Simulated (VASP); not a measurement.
# ZrS2 (P-3m1) in VASP: notebook, part 2 of 2

VASP 6.6.1. The steps go on from the part before.

## 4. Single point, PBEsol

This run uses another cell than the first one, of 23.76 Å³/atom.

Input file INCAR:

```
SYSTEM = ZrS2
PREC = Accurate ; ENCUT = 500
EDIFF = 1E-6 ; ISMEAR = 0
SIGMA = 0.01 ; LREAL = .FALSE.
LASPH = .TRUE. ; NELM = 120
ALGO = Normal ; ISIF = 2
LWAVE = .FALSE. ; LCHARG = .FALSE.
GGA = PS ; NBANDS = 19
GGA_COMPAT = .FALSE.
```

Input file KPOINTS:

```
Automatic mesh
0
G
  6 6 4
  0 0 0
```

Input file POSCAR:

```
ZrS2
1.0
    3.6913825500      0.0000000000      0.0000000000
   -1.8456912700      3.1968310600      0.0000000000
    0.0000000000      0.0000000000      6.0410770100
Zr S
1 2
Direct
    0.0000000000      0.0000000000      0.0000000000
    0.6666666667      0.3333333333      0.7620900300
    0.3333333333      0.6666666667      0.2379099700
```

Potentials or basis: VASP PAW PBE potentials, release 64 (Zr_sv, S).

The run is started by

```console
$ cat potpaw_PBE.64/Zr_sv/POTCAR potpaw_PBE.64/S/POTCAR > POTCAR
$ mpirun -np 1 vasp_std > vasp.out
```

OUTCAR:

```text
SYSTEM = ZrS2
   PREC = Accurate
   ENCUT = 500
   EDIFF = 1E-6
   ISMEAR = 0
   LREAL = .FALSE.
   LASPH = .TRUE.
   NELM = 120
   ISIF = 2
   GGA = PS

 ion  position               nearest neighbor table
   1  0.000  0.000  0.000-   2 2.57   3 2.57   3 2.57   2 2.57   2 2.57   3 2.57
   2  0.667  0.333  0.762-   1 2.57   1 2.57   1 2.57
   3  0.333  0.667  0.238-   1 2.57   1 2.57   1 2.57

  LATTYP: Found a hexagonal cell.
 ALAT       =     3.6913825500
 C/A-ratio  =     1.6365350727

  Lattice vectors:

 A1 = (   3.6913825500,   0.0000000000,   0.0000000000)
 A2 = (  -1.8456912700,   3.1968310600,   0.0000000000)
 A3 = (   0.0000000000,   0.0000000000,   6.0410770100)

Analysis of symmetry for initial positions (statically):
=====================================================================
 Subroutine PRICEL returns:
 Original cell was already a primitive cell.

 Routine SETGRP: Setting up the symmetry group for a
 hexagonal supercell.

 Subroutine GETGRP returns: Found 12 space group operations
 (whereof 12 operations were pure point group operations)
 out of a pool of 24 trial point group operations.

The static configuration has the point symmetry D_3d.
[... 162 lines left out ...]

 E-fermi :   4.0610     XC(G=0):  -9.5126

 val. band max:        4.0040578617   @ k =   0.1667   0.0000   0.0000
 cond. band min:       5.0084262579   @ k =   0.5000   0.0000   0.5000
 fundamental gap:      1.0043683962
 Fermi energy:         4.0610398950

 k-point     1 :       0.0000    0.0000    0.0000
  band No.  band energies     occupation
      1     -44.8269      2.00000
      2     -22.9220      2.00000
      3     -22.7695      2.00000
      4     -22.7695      2.00000
      5      -8.5158      2.00000
      6      -7.1000      2.00000
[... 505 lines left out ...]
      6      -7.2585      2.00000
[... 11 lines left out ...]
     18      12.1513      0.00000
     19      12.5771      0.00000

------------------------ aborting loop because EDIFF is reached ----------------------------------------

  FORCE on cell =-STRESS in cart. coord.  units (eV):
  Direction    XX          YY          ZZ          XY          YZ          ZX
  --------------------------------------------------------------------------------------
  -------------------------------------------------------------------------------------
  Total       -1.3259395     -1.3259394     -0.5900207     -0.0000000      0.0000000      0.0000000
  in kB      -29.7996499    -29.7996498    -13.2603424     -0.0000000      0.0000000      0.0000000
  external PRESSURE =     -24.2865474 kB  Pullay stress =       0.0000000 kB

 VOLUME and BASIS-vectors are now :
 -----------------------------------------------------------------------------
  energy-cutoff  :      500.00
  volume of cell :       71.29
      direct lattice vectors                 reciprocal lattice vectors
     3.691382550  0.000000000  0.000000000     0.270901210  0.156404886  0.000000000
    -1.845691270  3.196831060  0.000000000     0.000000000  0.312809774  0.000000000
     0.000000000  0.000000000  6.041077010     0.000000000  0.000000000  0.165533397

 POSITION                                       TOTAL-FORCE (eV/Angst)
 -----------------------------------------------------------------------------------
      0.00000      0.00000      0.00000         0.000000      0.000000      0.000000
      1.84569      1.06561      4.60384        -0.000000     -0.000000      0.142097
      0.00000      2.13122      1.43723         0.000000      0.000000     -0.142097
 -----------------------------------------------------------------------------------
    total drift:                                0.000000      0.000000      0.000000

  FREE ENERGIE OF THE ION-ELECTRON SYSTEM (eV)
  ---------------------------------------------------
  free  energy   TOTEN  =       -22.5274953202 eV

  energy  without entropy=      -22.5274953202  energy(sigma->0) =      -22.52749532
```

It took 30 s on 1 thread of AMD EPYC 7R43 (Zen 3), shared host; peak memory 0.16 GiB.

Results:

* Free energy: -22.5275 eV
* Pressure: -2.4 GPa
* Largest force: 0.142 eV/Å
* Band gap on the k mesh: 1.00 eV (least direct gap 1.58 eV)

Forces in eV/Å, atoms in the order of the input:
```
Zr   0.000  0.000  0.000
S    0.000  0.000  0.142
S    0.000  0.000 -0.142
```

Levels at points of the mesh, in eV from the valence-band top:
```csv
k point,band 9,band 10,band 11,band 12,band 13,band 14,band 15,band 16
"(0.00, 0.00, 0.00)",-2.73,-0.03,-0.03,0.00,1.58,1.58,2.42,5.05
"(0.50, 0.00, 0.00)",-2.41,-2.34,-1.63,-1.12,1.18,3.25,3.51,5.74
"(0.00, 0.00, 0.50)",-2.71,-1.56,-0.13,-0.13,1.55,1.55,2.73,5.35
"(0.50, 0.00, 0.50)",-2.52,-2.18,-0.93,-0.76,1.00,3.25,3.51,5.34
```

Caveat: the PAW data sets were made with another functional, which shifts forces and pressure a little; this functional lacks dispersion, which binds the layers, so the pressure and a relaxed spacing across them are unreliable. A k mesh can miss the band edges.

## 5. Single point, PBEsol

This run uses another cell than the first one, of 24.71 Å³/atom.

Input file INCAR:

```
PREC     = Accurate       # precision mode
ENCUT    = 500            # plane-wave cutoff, eV
EDIFF    = 1E-6           # SCF threshold, eV
ISMEAR   = 0              # smearing method
SIGMA    = 0.01           # smearing width, eV
LREAL    = False          # projectors in reciprocal space
LASPH    = True           # aspherical terms in the spheres
NELM     = 120            # most SCF steps
ALGO     = Normal         # electronic algorithm
ISIF     = 2              # what is computed and relaxed
LWAVE    = False          # write WAVECAR
LCHARG   = False          # write CHGCAR
GGA      = PS             # functional
NBANDS   = 19             # bands
GGA_COMPAT= False
```

Input file KPOINTS:

```
regular mesh
0
Gamma
  6 6 4
```

Input file POSCAR:

```
ZrS2
1.0
    3.7399589436      0.0000000000      0.0000000000
   -1.8699794667      3.2388994509      0.0000000000
    0.0000000000      0.0000000000      6.1205739819
Zr S
1 2
Direct
    0.0000000000      0.0000000000      0.0000000000
    0.6666666667      0.3333333333      0.7620900300
    0.3333333333      0.6666666667      0.2379099700
```

The run is started by

```console
$ cat potpaw_PBE.64/Zr_sv/POTCAR potpaw_PBE.64/S/POTCAR > POTCAR
$ mpirun -np 1 vasp_std > vasp.out
```

It took 30 s on 1 thread of AMD EPYC 7R43 (Zen 3), shared host; peak memory 0.16 GiB.

Results (log left out):

| Item | Value |
| --- | --- |
| Free energy | -22.4574 eV |
| Pressure | -5.5 GPa |
| Largest force | 0.561 eV/Å |
| Band gap on the k mesh | 1.02 eV (least direct gap 1.56 eV) |

Forces on the atoms (eV/Å):
```
Zr   0.000  0.000  0.000
S    0.000  0.000  0.561
S    0.000  0.000 -0.561
```

Stress tensor (GPa, compression positive):
```
-6.20  0.00  0.00
 0.00 -6.20  0.00
 0.00  0.00 -3.98
```

Levels at points of the mesh, in eV from the valence-band top:
```csv
k point,band 8,band 9,band 10,band 11,band 12,band 13,band 14,band 15,band 16,band 17
"(0.00, 0.00, 0.00)",-2.62,-2.62,-0.05,-0.05,0.00,1.56,1.56,2.35,4.87,4.87
"(0.50, 0.00, 0.00)",-2.48,-2.31,-2.23,-1.56,-1.11,1.16,3.12,3.35,5.49,5.72
"(0.00, 0.00, 0.50)",-2.59,-2.59,-1.46,-0.14,-0.14,1.54,1.54,2.61,5.14,5.14
"(0.50, 0.00, 0.50)",-2.95,-2.42,-2.09,-0.92,-0.75,1.02,3.11,3.35,5.14,5.79
```

Caveat: the cell stands under tension; the PAW data sets were made with another functional, which shifts forces and pressure a little; this functional lacks dispersion, which binds the layers, so the pressure and a relaxed spacing across them are unreliable. A k mesh can miss the band edges.

## 6. Single point, PBEsol

This run uses another cell than the first one, of 25.66 Å³/atom.

Input file INCAR:

```
  PREC = Accurate
  ENCUT = 500
  EDIFF = 1E-6
  ISMEAR = 0
  SIGMA = 0.01
  LREAL = F
  LASPH = T
  NELM = 120
  ALGO = Normal
  ISIF = 2
  LWAVE = F
  LCHARG = F
  GGA = PS
  NBANDS = 19
  GGA_COMPAT = F
```

KPOINTS is that of step 5.

Input file POSCAR:

```
ZrS2
1.0
    3.7873052223      0.0000000000      0.0000000000
   -1.8936526060      3.2799025309      0.0000000000
    0.0000000000      0.0000000000      6.1980578275
Zr S
1 2
Direct
    0.0000000000      0.0000000000      0.0000000000
    0.6666666667      0.3333333333      0.7620900300
    0.3333333333      0.6666666667      0.2379099700
```

Potentials or basis: VASP PAW PBE potentials, release 64 (Zr_sv, S).

The run is started by

```console
$ cat potpaw_PBE.64/Zr_sv/POTCAR potpaw_PBE.64/S/POTCAR > POTCAR
$ mpirun -np 1 vasp_std > vasp.out
```

OUTCAR:

```text
PREC = Accurate
   ENCUT = 500
   EDIFF = 1E-6
   ISMEAR = 0
   LREAL = F
   LASPH = T
   NELM = 120
   ISIF = 2
   GGA = PS

 ion  position               nearest neighbor table
   1  0.000  0.000  0.000-   2 2.64   3 2.64   3 2.64   2 2.64   2 2.64   3 2.64
   2  0.667  0.333  0.762-   1 2.64   1 2.64   1 2.64
   3  0.333  0.667  0.238-   1 2.64   1 2.64   1 2.64

  LATTYP: Found a hexagonal cell.
 ALAT       =     3.7873052223
 C/A-ratio  =     1.6365350727

  Lattice vectors:

 A1 = (   3.7873052223,   0.0000000000,   0.0000000000)
 A2 = (  -1.8936526060,   3.2799025309,   0.0000000000)
 A3 = (   0.0000000000,   0.0000000000,   6.1980578275)

Analysis of symmetry for initial positions (statically):
=====================================================================
 Subroutine PRICEL returns:
 Original cell was already a primitive cell.

 Routine SETGRP: Setting up the symmetry group for a
 hexagonal supercell.

 Subroutine GETGRP returns: Found 12 space group operations
 (whereof 12 operations were pure point group operations)
 out of a pool of 24 trial point group operations.

The static configuration has the point symmetry D_3d.

Analysis of symmetry for dynamics (positions and initial velocities):
=====================================================================
 Subroutine PRICEL returns:
 Original cell was already a primitive cell.

 Routine SETGRP: Setting up the symmetry group for a
 hexagonal supercell.

 Subroutine GETGRP returns: Found 12 space group operations
 (whereof 12 operations were pure point group operations)
 out of a pool of 24 trial point group operations.

The dynamic configuration has the point symmetry D_3d.

[... 110 lines left out ...]
   NELECT =      24.0000    total number of electrons
   NUPDOWN=      -1.0000    fix difference up-down
   EMIN   =  10.00;   EMAX   =-10.00  energy-range for DOS
   EFERMI =   0.00;   METHOD = LEGACY
   ISMEAR =     0;   SIGMA  =   0.01  broadening in eV -4-tet -1-fermi 0-gaus
   EFERMI_NEDOS =   21; number of points for ismear=-14 and -15
   IALGO  =     38    algorithm
   IMIX   =      4    mixing-type and parameters
     AMIX     =   0.40;   BMIX     =  1.00
     AMIX_MAG =   1.60;   BMIX_MAG =  1.00
  volume/ion in A,a.u.               =      25.66       173.19
  Fermi-wavevector in a.u.,A,eV,Ry     =   1.110017  2.097628 16.764251  1.232138
  Thomas-Fermi vector in A             =   2.246564
   LORBIT       =      0    0 simple, 1 ext, 2 COOP (PROOUT), +10 PAW based schemes
   GGA     = PS    functional components
   LHFCALC =     F    Hartree Fock is set to
   AEXX    =    0.0000 exact exchange contribution
   IVDW    =     0    specifies the selected vdW correction
   LEPSILON=     F    determine dielectric tensor
   LRPA    =     F    only Hartree local field effects (RPA)
 non-spin polarized calculation
 Gauss-broadening in eV      SIGMA  =   0.01
  energy-cutoff  :      500.00
  volume of cell :       76.99
 maximum number of plane-waves:      1972
   NGX = 13   NGY = 13   NGZ = 23

 number of electron      24.0000000 magnetization

 Free energy of the ion-electron system (eV)
  ---------------------------------------------------
  ext. energy  EPLUGINS =         0.00000000
  ---------------------------------------------------
  free energy    TOTEN  =       -22.33851955 eV

  energy without entropy =      -22.33851955  energy(sigma->0) =      -22.33851955

 E-fermi :   3.3833     XC(G=0):  -9.1713

 val. band max:        3.2972672476   @ k =   0.0000   0.0000   0.0000
 cond. band min:       4.3231369640   @ k =   0.5000   0.0000   0.5000
 fundamental gap:      1.0258697164
 Fermi energy:         3.3832503938

 k-point     1 :       0.0000    0.0000    0.0000
  band No.  band energies     occupation
      1     -45.8155      2.00000
      2     -23.8508      2.00000
      3     -23.7293      2.00000
      4     -23.7293      2.00000
      5      -8.9083      2.00000
      6      -7.7133      2.00000
[... 505 lines left out ...]
      6      -7.8264      2.00000
[... 11 lines left out ...]
     18      11.4084      0.00000
     19      11.5264      0.00000

------------------------ aborting loop because EDIFF is reached ----------------------------------------

  FORCE on cell =-STRESS in cart. coord.  units (eV):
  Direction    XX          YY          ZZ          XY          YZ          ZX
  --------------------------------------------------------------------------------------
  -------------------------------------------------------------------------------------
  Total       -4.2375721     -4.2375721     -2.9571058     -0.0000000      0.0000000      0.0000000
  in kB      -88.1821765    -88.1821764    -61.5361868     -0.0000001      0.0000000      0.0000000
  external PRESSURE =     -79.3001799 kB  Pullay stress =       0.0000000 kB

 VOLUME and BASIS-vectors are now :
 -----------------------------------------------------------------------------
  energy-cutoff  :      500.00
  volume of cell :       76.99
      direct lattice vectors                 reciprocal lattice vectors
     3.787305222  0.000000000  0.000000000     0.264039981  0.152443554  0.000000000
    -1.893652606  3.279902531  0.000000000     0.000000000  0.304887109  0.000000000
     0.000000000  0.000000000  6.198057827     0.000000000  0.000000000  0.161340863

 POSITION                                       TOTAL-FORCE (eV/Angst)
 -----------------------------------------------------------------------------------
      0.00000      0.00000      0.00000        -0.000000      0.000000      0.000000
      1.89365      1.09330      4.72348        -0.000000     -0.000000      0.922633
      0.00000      2.18660      1.47458         0.000000      0.000000     -0.922633
 -----------------------------------------------------------------------------------
    total drift:                                0.000000      0.000000      0.000000

  FREE ENERGIE OF THE ION-ELECTRON SYSTEM (eV)
  ---------------------------------------------------
  free  energy   TOTEN  =       -22.3385195488 eV

  energy  without entropy=      -22.3385195488  energy(sigma->0) =      -22.33851955
```

stdout:

```text
POSCAR found type information on POSCAR ZrS
 POSCAR found :  2 types and       3 ions
 scaLAPACK will be used
 -----------------------------------------------------------------------------
|                                                                             |
|                                                                             |
|     You enforced a specific xc type in the INCAR file but a different       |
|     I HOPE YOU KNOW WHAT YOU ARE DOING!                                     |
|                                                                             |
 -----------------------------------------------------------------------------

 LDA part: xc-table for (Slater+PW92), standard interpolation
 POSCAR, INCAR and KPOINTS ok, starting setup
 FFT: planning ... GRIDC
 FFT: planning ... GRID_SOFT
 FFT: planning ... GRID
 WAVECAR not read
 entering main loop
```

It took 28 s on 1 thread of AMD EPYC 7R43 (Zen 3), shared host; peak memory 0.16 GiB.

Results:

- Free energy: -22.3385 eV
- Pressure: -7.9 GPa
- Largest force: 0.923 eV/Å
- Band gap on the k mesh: 1.03 eV (least direct gap 1.53 eV)

Forces on the atoms (eV/Å):
```
Zr   0.000  0.000  0.000
S    0.000  0.000  0.923
S    0.000  0.000 -0.923
```

Stress tensor (GPa, compression positive):
```
-8.82  0.00  0.00
 0.00 -8.82  0.00
 0.00  0.00 -6.15
```

Caveat: the cell stands under tension; the PAW data sets were made with another functional, which shifts forces and pressure a little; this functional lacks dispersion, which binds the layers, so the pressure and a relaxed spacing across them are unreliable.

## 7. Summary

| cell | gap on the mesh (eV) | pressure (GPa) | largest force (eV/Å) |
| --- | --- | --- | --- |
| a = 3.590, b = 3.590, c = 5.875 Å, angles 90.0, 90.0, 120.0°, 3 atoms | 0.92 | 5.9 | 0.91 |
| a = 3.641, b = 3.641, c = 5.959 Å, angles 90.0, 90.0, 120.0°, 3 atoms | 0.97 | 1.3 | 0.34 |
| a = 3.691, b = 3.691, c = 6.041 Å, angles 90.0, 90.0, 120.0°, 3 atoms | 1.00 | -2.4 | 0.14 |
| a = 3.740, b = 3.740, c = 6.121 Å, angles 90.0, 90.0, 120.0°, 3 atoms | 1.02 | -5.5 | 0.56 |
| a = 3.787, b = 3.787, c = 6.198 Å, angles 90.0, 90.0, 120.0°, 3 atoms | 1.03 | -7.9 | 0.92 |

Alike in all rows: task single point; level PBEsol; potentials or basis VASP PAW PBE potentials, release 64 (Zr_sv, S); no spin polarisation; k mesh 6 × 6 × 4; cutoff (eV) 500; smearing gaussian 0.01 eV.

Caveats: the PAW data sets were made with another functional, which shifts forces and pressure a little; this functional lacks dispersion, which binds the layers, so the pressure and a relaxed spacing across them are unreliable; the cell stands under tension (at least some runs); the cell stands under pressure (at least some runs).

Absolute energies hang on the potentials; compare differences alone.
